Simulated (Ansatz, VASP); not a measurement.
# One calculation of PbI2, two programs

```
CELL_PARAMETERS angstrom
4.55500 0.00000 0.00000
-2.27750 3.94475 0.00000
0.00000 0.00000 6.97700
ATOMIC_POSITIONS crystal
Pb 0.00000 0.00000 0.00000
I 0.33333 0.66667 0.26500
I 0.66667 0.33333 0.73500
```

Alike in both runs: task single point; functional PBE; k mesh 6 × 6 × 2; occupations fermi-dirac, width 0.51 eV; no spin polarisation.

```csv
,VASP,Ansatz
version,VASP 6.6.1,Ansatz 0.2.0
potentials or method,"VASP PAW PBE potentials, release 64 (Pb_d, I), cutoff 500 eV","scalar-relativistic, plane waves, PAW"
valence electrons in the cell,28,48
```

|  | VASP | Ansatz | Ansatz less VASP |
| --- | --- | --- | --- |
| gap on the k mesh at the Fermi level (eV) | 2.24 | 2.24 | 0.000 |
| least direct gap on the mesh (eV) | 2.24 | 2.24 | 0.000 |
| pressure (GPa) | 2.1 | 2.1 | +0.01 |
| rms of the force components (eV/Å) | 0.103 | 0.103 | +0.0003 |

Atom by atom the forces differ by 0.000 eV/Å (rms over components). With one functional, cell and mesh, what is left measures potentials, basis and numerics. VASP's potentials hold 28 valence electrons a cell and Ansatz's 48, so a difference there can come from the potentials and not from the codes.

The k mesh is coarse, so the values compare programs but aren't converged. Spin-orbit coupling is off throughout.
